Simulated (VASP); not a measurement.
# Al2Cu (I4/mmm) in VASP: further runs, part 2 of 2

VASP 6.6.1.

### Step 3. Single point, PBE (strain +0.0250 x Voigt [0, 0, 1, 0, 0, 0])

Input file INCAR:

```
SYSTEM = Al2Cu
ALGO = Fast
EDIFF = 1E-6
ENCUT = 520
GGA = PE
ISIF = 2
ISMEAR = 0
LASPH = .TRUE.
LCHARG = .FALSE.
LREAL = .FALSE.
LWAVE = .FALSE.
NBANDS = 16
NELM = 100
PREC = Accurate
SIGMA = 0.15
```

Input file KPOINTS:

```
k-points
0
G
  16 16 16
  0 0 0
```

Input file POSCAR:

```
Al2Cu
1.0
   -2.0446280232      2.0446280232      2.9635121062
    2.0446280232     -2.0446280232      2.9635121062
    2.0446280232      2.0446280232     -2.9635121062
Al Cu
2 1
Direct
    0.7500000000      0.2500000000      0.5000000000
    0.2500000000      0.7500000000      0.5000000000
    0.5000000000      0.5000000000      0.0000000000
```

Potentials or basis: VASP PAW PBE potentials, release 64 (Al, Cu).

Launch:

```
$ cat potpaw_PBE.64/Al/POTCAR potpaw_PBE.64/Cu/POTCAR > POTCAR
$ mpirun -np 1 vasp_std > vasp.out
```

OUTCAR:

```text
SYSTEM = Al2Cu
   EDIFF = 1E-6
   ENCUT = 520
   GGA = PE
   ISIF = 2
   ISMEAR = 0
   LASPH = .TRUE.
   LREAL = .FALSE.
   NELM = 100
   PREC = Accurate

 ion  position               nearest neighbor table
   1  0.750  0.250  0.500-   3 2.53   3 2.53   3 2.53   3 2.53   2 2.89   2 2.89   2 2.89   2 2.89
                             2 2.96   2 2.96
   2  0.250  0.750  0.500-   3 2.53   3 2.53   3 2.53   3 2.53   1 2.89   1 2.89   1 2.89   1 2.89
                             1 2.96   1 2.96
   3  0.500  0.500  0.000-   1 2.53   2 2.53   1 2.53   2 2.53   2 2.53   1 2.53   2 2.53   1 2.53

  LATTYP: Found a body centered tetragonal cell.
 ALAT       =     4.0892560464
 C/A-ratio  =     1.4494138164

  Lattice vectors:

 A1 = (  -2.0446280232,   2.0446280232,   2.9635121062)
 A2 = (   2.0446280232,  -2.0446280232,   2.9635121062)
 A3 = (   2.0446280232,   2.0446280232,  -2.9635121062)

Analysis of symmetry for initial positions (statically):
=====================================================================
 Subroutine PRICEL returns:
 Original cell was already a primitive cell.

 Routine SETGRP: Setting up the symmetry group for a
 body centered tetragonal supercell.

 Subroutine GETGRP returns: Found 16 space group operations
 (whereof 16 operations were pure point group operations)
 out of a pool of 16 trial point group operations.

The static configuration has the point symmetry D_4h.

Analysis of symmetry for dynamics (positions and initial velocities):
=====================================================================
 Subroutine PRICEL returns:
 Original cell was already a primitive cell.

 Routine SETGRP: Setting up the symmetry group for a
 body centered tetragonal supercell.

 Subroutine GETGRP returns: Found 16 space group operations
 (whereof 16 operations were pure point group operations)
 out of a pool of 16 trial point group operations.

The dynamic configuration has the point symmetry D_4h.

 Subroutine INISYM returns: Found 16 space group operations
 (whereof 16 operations are pure point group operations),
 and found     1 'primitive' translations

----------------------------------------------------------------------------------------

                                     Primitive cell

  volume of cell :      49.5559

  direct lattice vectors                    reciprocal lattice vectors
    -2.044628023  2.044628023  2.963512106     0.000000000  0.244543259  0.168718730
     2.044628023 -2.044628023  2.963512106     0.244543259  0.000000000  0.168718730
     2.044628023  2.044628023 -2.963512106     0.244543259  0.244543259  0.000000000

  length of vectors
     4.140460302  4.140460302  4.140460302     0.297098326  0.297098326  0.345836393

  position of ions in fractional coordinates (direct lattice)
     0.750000000  0.250000000  0.500000000
     0.250000000  0.750000000  0.500000000
     0.500000000  0.500000000  0.000000000

  ion indices of the primitive-cell ions
   primitive index   ion index
                 1           1
                 2           2
                 3           3

[... 22 lines left out ...]
 ===========================================

 Found    349 irreducible k-points:

 Following reciprocal coordinates:
            Coordinates               Weight
  0.000000  0.000000  0.000000      1.000000
  0.062500  0.000000 -0.000000      8.000000
  0.125000  0.000000 -0.000000      8.000000
  0.187500  0.000000 -0.000000      8.000000
  0.250000  0.000000 -0.000000      8.000000
  0.312500  0.000000  0.000000      8.000000
[... 16 lines left out ...]
 -0.125000  0.062500  0.000000     16.000000
 -0.062500  0.062500  0.000000      4.000000
 [... further k-points ...]
   k-points           NKPTS =    349   k-points in BZ     NKDIM =    349   number of bands    NBANDS=     16
   number of dos      NEDOS =    301   number of ions     NIONS =      3
   total plane-waves  NPLWV =  32768
   dimension x,y,z NGX =    32 NGY =   32 NGZ =   32
   dimension x,y,z NGXF=    64 NGYF=   64 NGZF=   64
   ions per type =               2   1
   NGX,Y,Z   is equivalent  to a cutoff of  12.85, 12.85, 12.85 a.u.
   NGXF,Y,Z  is equivalent  to a cutoff of  25.70, 25.70, 25.70 a.u.
 SYSTEM =  Al2Cu
   PREC   = accura    normal or accurate (medium, high low for compatibility)
   ISTART =      0    job   : 0-new  1-cont  2-samecut
   ICHARG =      2    charge: 1-file 2-atom 10-const
   ISPIN  =      1    spin polarized calculation?
   LNONCOLLINEAR =      F non collinear calculations
   LSORBIT =      F    spin-orbit coupling
   LASPH  =      T    aspherical Exc in radial PAW
   ENCUT  =  520.0 eV  38.22 Ry    6.18 a.u.   7.70  7.70  7.70*2*pi/ulx,y,z
   NELM   =    100;   NELMIN=  2; NELMDL= -5     # of ELM steps
   EDIFF  = 0.1E-05   stopping-criterion for ELM
   LREAL  =      F    real-space projection
   EDIFFG = 0.1E-04   stopping-criterion for IOM
   NSW    =      0    number of steps for IOM
   IBRION =     -1    ionic relax: 0-MD 1-quasi-New 2-CG
   NFREE  =      0    steps in history (QN), initial steepest desc. (CG)
   ISIF   =      2    stress and relaxation
   ISYM   =      2    0-nonsym 1-usesym 2-fastsym
   POTIM  = 0.5000    time-step for ionic-motion
   TEBEG  =    0.0;   TEEND  =   0.0 temperature during run
   PSTRESS=    0.0 pullay stress
   NELECT =      17.0000    total number of electrons
   NUPDOWN=      -1.0000    fix difference up-down
   EMIN   =  10.00;   EMAX   =-10.00  energy-range for DOS
   EFERMI =   0.00;   METHOD = LEGACY
   ISMEAR =     0;   SIGMA  =   0.15  broadening in eV -4-tet -1-fermi 0-gaus
   EFERMI_NEDOS =   21; number of points for ismear=-14 and -15
   IALGO  =     68    algorithm
   IMIX   =      4    mixing-type and parameters
     AMIX     =   0.40;   BMIX     =  1.00
     AMIX_MAG =   1.60;   BMIX_MAG =  1.00
  volume/ion in A,a.u.               =      16.52       111.47
  Fermi-wavevector in a.u.,A,eV,Ry     =   1.146021  2.165666 17.869414  1.313365
  Thomas-Fermi vector in A             =   2.282707
   LORBIT       =      0    0 simple, 1 ext, 2 COOP (PROOUT), +10 PAW based schemes
   GGA     = PE    functional components
   LHFCALC =     F    Hartree Fock is set to
   AEXX    =    0.0000 exact exchange contribution
   IVDW    =     0    specifies the selected vdW correction
   LEPSILON=     F    determine dielectric tensor
   LRPA    =     F    only Hartree local field effects (RPA)
 non-spin polarized calculation
 RMM-DIIS sequential band-by-band and
 Gauss-broadening in eV      SIGMA  =   0.15
  energy-cutoff  :      520.00
  volume of cell :       49.56
 maximum number of plane-waves:      1371
   NGX = 15   NGY = 15   NGZ = 15

 number of electron      16.9999994 magnetization

 Free energy of the ion-electron system (eV)
  ---------------------------------------------------
  ext. energy  EPLUGINS =         0.00000000
  ---------------------------------------------------
  free energy    TOTEN  =       -11.74083830 eV

  energy without entropy =      -11.73116580  energy(sigma->0) =      -11.73600205

 E-fermi :   6.6575     XC(G=0): -10.3048

 val. band max:        6.6526920217   @ k =  -0.1250  -0.3750   0.1250
 cond. band min:       6.6627807066   @ k =  -0.2500   0.3125   0.2500
 fundamental gap:      0.0100886849
 Fermi energy:         6.6574862998

 k-point     1 :       0.0000    0.0000    0.0000
  band No.  band energies     occupation
      1      -3.3121      2.00000
      2       2.2476      2.00000
      3       2.2476      2.00000
      4       2.2712      2.00000
      5       2.7714      2.00000
      6       2.8099      2.00000
[... 433 lines left out ...]
      3       2.2570      2.00000
      4       2.2816      2.00000
      5       2.7718      2.00000
      6       2.8041      2.00000
[... 8 lines left out ...]
     15      13.0335      0.00000
     16      13.7682      0.00000

 [... further k-points ...]

------------------------ aborting loop because EDIFF is reached ----------------------------------------

  FORCE on cell =-STRESS in cart. coord.  units (eV):
  Direction    XX          YY          ZZ          XY          YZ          ZX
  --------------------------------------------------------------------------------------
  -------------------------------------------------------------------------------------
  Total       -0.3833592     -0.3833592     -1.0219050      0.0000000      0.0000000     -0.0000000
  in kB      -12.3942753    -12.3942753    -33.0389171      0.0000000      0.0000000     -0.0000000
  external PRESSURE =     -19.2758226 kB  Pullay stress =       0.0000000 kB

 VOLUME and BASIS-vectors are now :
 -----------------------------------------------------------------------------
  energy-cutoff  :      520.00
  volume of cell :       49.56
      direct lattice vectors                 reciprocal lattice vectors
    -2.044628023  2.044628023  2.963512106     0.000000000  0.244543259  0.168718730
     2.044628023 -2.044628023  2.963512106     0.244543259  0.000000000  0.168718730
     2.044628023  2.044628023 -2.963512106     0.244543259  0.244543259  0.000000000

 POSITION                                       TOTAL-FORCE (eV/Angst)
 -----------------------------------------------------------------------------------
     -0.00000      2.04463      1.48176        -0.000000      0.000000     -0.000000
      2.04463     -0.00000      1.48176         0.000000     -0.000000      0.000000
      0.00000      0.00000      2.96351        -0.000000     -0.000000      0.000000
 -----------------------------------------------------------------------------------
    total drift:                               -0.000000      0.000000     -0.000000

  FREE ENERGIE OF THE ION-ELECTRON SYSTEM (eV)
  ---------------------------------------------------
  free  energy   TOTEN  =       -11.7408382973 eV

  energy  without entropy=      -11.7311657986  energy(sigma->0) =      -11.73600205
```

OSZICAR:

```text
N       E                     dE             d eps       ncg     rms          rms(c)
DAV:   1     0.612942365219E+02    0.61294E+02   -0.67947E+03 11192   0.110E+03
DAV:   2    -0.115001298692E+02   -0.72794E+02   -0.64465E+02 11840   0.198E+02
DAV:   3    -0.139526411206E+02   -0.24525E+01   -0.24029E+01 15304   0.413E+01
DAV:   4    -0.140066097446E+02   -0.53969E-01   -0.53943E-01 13168   0.523E+00
DAV:   5    -0.140093129581E+02   -0.27032E-02   -0.27031E-02 17336   0.129E+00    0.149E+01
RMM:   6    -0.164327852980E+02   -0.24235E+01   -0.39182E+01 14038   0.944E+01    0.131E+01
RMM:   7    -0.118517964717E+02    0.45810E+01   -0.11431E+01 12641   0.537E+01    0.174E+00
RMM:   8    -0.117587155373E+02    0.93081E-01   -0.65419E-01 11886   0.126E+01    0.760E-01
RMM:   9    -0.117403121717E+02    0.18403E-01   -0.11320E-01 12205   0.196E+00    0.230E-01
RMM:  10    -0.117422249757E+02   -0.19128E-02   -0.10604E-02 14749   0.890E-01    0.229E-01
RMM:  11    -0.117411260776E+02    0.10989E-02   -0.29623E-03 14311   0.493E-01    0.839E-02
RMM:  12    -0.117410648447E+02    0.61233E-04   -0.96441E-04 15322   0.343E-01    0.120E-01
RMM:  13    -0.117408202750E+02    0.24457E-03   -0.50176E-04 14173   0.293E-01    0.933E-03
RMM:  14    -0.117408507068E+02   -0.30432E-04   -0.16578E-04 15636   0.110E-01    0.289E-02
RMM:  15    -0.117408481952E+02    0.25117E-05   -0.23631E-05 15774   0.424E-02    0.291E-02
RMM:  16    -0.117408386316E+02    0.95635E-05   -0.13209E-05 14127   0.511E-02    0.137E-02
RMM:  17    -0.117408382973E+02    0.33434E-06   -0.42940E-06 11313   0.159E-02
   1 F= -.11740838E+02 E0= -.11736002E+02  d E =-.967250E-02
```

stdout:

```text
POSCAR found type information on POSCAR AlCu
 POSCAR found :  2 types and       3 ions
 scaLAPACK will be used
 LDA part: xc-table for (Slater+PW92), standard interpolation
 POSCAR, INCAR and KPOINTS ok, starting setup
 FFT: planning ... GRIDC
 FFT: planning ... GRID_SOFT
 FFT: planning ... GRID
 WAVECAR not read
 entering main loop
WARNING in EDDRMM: call to ZHEGV failed, returncode =   6  3     15
```

It took 2 min on 1 thread of Intel Xeon 6975P-C (Granite Rapids), shared host; peak memory 0.38 GiB.

What came out:

- Free energy: -11.7408 eV
- Pressure: -1.9 GPa

Stress tensor (GPa, compression positive):
```
-1.24  0.00  0.00
 0.00 -1.24  0.00
 0.00  0.00 -3.30
```

Levels at points of the mesh, in eV from the Fermi level:
```tsv
k point	band 6	band 7	band 8	band 9	band 10	band 11	band 12	band 13
(0.00, 0.00, 0.00)	-3.85	2.69	2.69	2.79	2.95	2.98	2.98	3.79
(0.50, 0.00, 0.00)	-3.81	-3.80	0.51	0.72	2.71	2.90	3.57	4.25
(0.50, 0.50, 0.00)	-3.73	-3.59	-2.05	-1.87	0.07	1.53	8.87	9.78
(0.50, 0.50, 0.50)	-3.71	-3.66	-1.81	-1.81	0.35	1.67	8.87	10.29
```

Caveat: the cell differs from its parent crystal (strain +0.0250 x Voigt [0, 0, 1, 0, 0, 0]).

### Step 4. Single point, PBE (strain +0.0500 x Voigt [0, 0, 1, 0, 0, 0])

Input file INCAR:

```
  PREC = Accurate
  ENCUT = 520
  EDIFF = 1E-7
  ISMEAR = 0
  SIGMA = 0.15
  LREAL = F
  LASPH = T
  NELM = 60
  ALGO = Fast
  ISIF = 2
  LWAVE = F
  LCHARG = F
  GGA = PE
  NBANDS = 16
```

Input file KPOINTS:

```
regular mesh
0
Gamma
  16 16 16
```

Input file POSCAR:

```
Al2Cu
1.0
   -2.0446280232      2.0446280232      3.0357928893
    2.0446280232     -2.0446280232      3.0357928893
    2.0446280232      2.0446280232     -3.0357928893
Al Cu
2 1
Direct
    0.7500000000      0.2500000000      0.5000000000
    0.2500000000      0.7500000000      0.5000000000
    0.5000000000      0.5000000000      0.0000000000
```

Potentials or basis: VASP PAW PBE potentials, release 64 (Al, Cu).

Launch:

```
$ cat potpaw_PBE.64/Al/POTCAR potpaw_PBE.64/Cu/POTCAR > POTCAR
$ mpirun -np 1 vasp_std > vasp.out
```

OUTCAR:

```text
PREC = Accurate
   ENCUT = 520
   EDIFF = 1E-7
   ISMEAR = 0
   LREAL = F
   LASPH = T
   NELM = 60
   ISIF = 2
   GGA = PE

 ion  position               nearest neighbor table
   1  0.750  0.250  0.500-   3 2.55   3 2.55   3 2.55   3 2.55   2 2.89   2 2.89   2 2.89   2 2.89
                             2 3.04   2 3.04
   2  0.250  0.750  0.500-   3 2.55   3 2.55   3 2.55   3 2.55   1 2.89   1 2.89   1 2.89   1 2.89
                             1 3.04   1 3.04
   3  0.500  0.500  0.000-   1 2.55   2 2.55   1 2.55   2 2.55   2 2.55   1 2.55   2 2.55   1 2.55

[... 654 lines left out ...]
  FORCE on cell =-STRESS in cart. coord.  units (eV):
  Direction    XX          YY          ZZ          XY          YZ          ZX
  --------------------------------------------------------------------------------------
  -------------------------------------------------------------------------------------
  Total       -0.9161234     -0.9161234     -2.0638931      0.0000000     -0.0000000      0.0000000
  in kB      -28.9137099    -28.9137099    -65.1383905      0.0000000     -0.0000000      0.0000000
  external PRESSURE =     -40.9886034 kB  Pullay stress =       0.0000000 kB

 VOLUME and BASIS-vectors are now :
 -----------------------------------------------------------------------------
  energy-cutoff  :      520.00
  volume of cell :       50.76
      direct lattice vectors                 reciprocal lattice vectors
    -2.044628023  2.044628023  3.035792889     0.000000000  0.244543259  0.164701618
     2.044628023 -2.044628023  3.035792889     0.244543259  0.000000000  0.164701618
     2.044628023  2.044628023 -3.035792889     0.244543259  0.244543259  0.000000000

 POSITION                                       TOTAL-FORCE (eV/Angst)
 -----------------------------------------------------------------------------------
     -0.00000      2.04463      1.51790         0.000000     -0.000000      0.000000
      2.04463     -0.00000      1.51790        -0.000000      0.000000      0.000000
      0.00000      0.00000      3.03579         0.000000     -0.000000     -0.000000
 -----------------------------------------------------------------------------------
    total drift:                               -0.000000      0.000000     -0.000000

  FREE ENERGIE OF THE ION-ELECTRON SYSTEM (eV)
  ---------------------------------------------------
  free  energy   TOTEN  =       -11.7042640842 eV

  energy  without entropy=      -11.6943334382  energy(sigma->0) =      -11.69929876
```

stdout:

```text
POSCAR found type information on POSCAR AlCu
 POSCAR found :  2 types and       3 ions
 scaLAPACK will be used
 LDA part: xc-table for (Slater+PW92), standard interpolation
 POSCAR, INCAR and KPOINTS ok, starting setup
 FFT: planning ... GRIDC
 FFT: planning ... GRID_SOFT
 FFT: planning ... GRID
 WAVECAR not read
 entering main loop
WARNING in EDDRMM: call to ZHEGV failed, returncode =   6  3     15
```

It took 2.1 min on 1 thread of Intel Xeon 6975P-C (Granite Rapids), shared host; peak memory 0.39 GiB.

Results:

* Free energy: -11.7043 eV
* Pressure: -4.1 GPa

Caveat: the cell differs from its parent crystal (strain +0.0500 x Voigt [0, 0, 1, 0, 0, 0]).

### Step 5. The runs side by side

| cell | further INCAR settings | gap on the mesh (eV) | pressure (GPa) |
| --- | --- | --- | --- |
| a = 4.038 Å, angles 119.2, 119.2, 91.5°, 3 atoms | ALGO = Fast; EDIFF = 1e-07; NBANDS = 16 | none | 2.8 |
| a = 4.140 Å, angles 120.8, 120.8, 88.6°, 3 atoms | ALGO = Fast; EDIFF = 1e-06; NBANDS = 16 | none | -1.9 |
| a = 4.192 Å, angles 121.6, 121.6, 87.2°, 3 atoms | ALGO = Fast; EDIFF = 1e-07; NBANDS = 16 | none | -4.1 |

Alike in all rows: task single point; level PBE; potentials or basis VASP PAW PBE potentials, release 64 (Al, Cu); no spin polarisation; k mesh 16 × 16 × 16; cutoff (eV) 520; smearing gaussian 0.15 eV.

Total energies depend on the potentials used, so only differences within one code and one set of settings carry meaning.
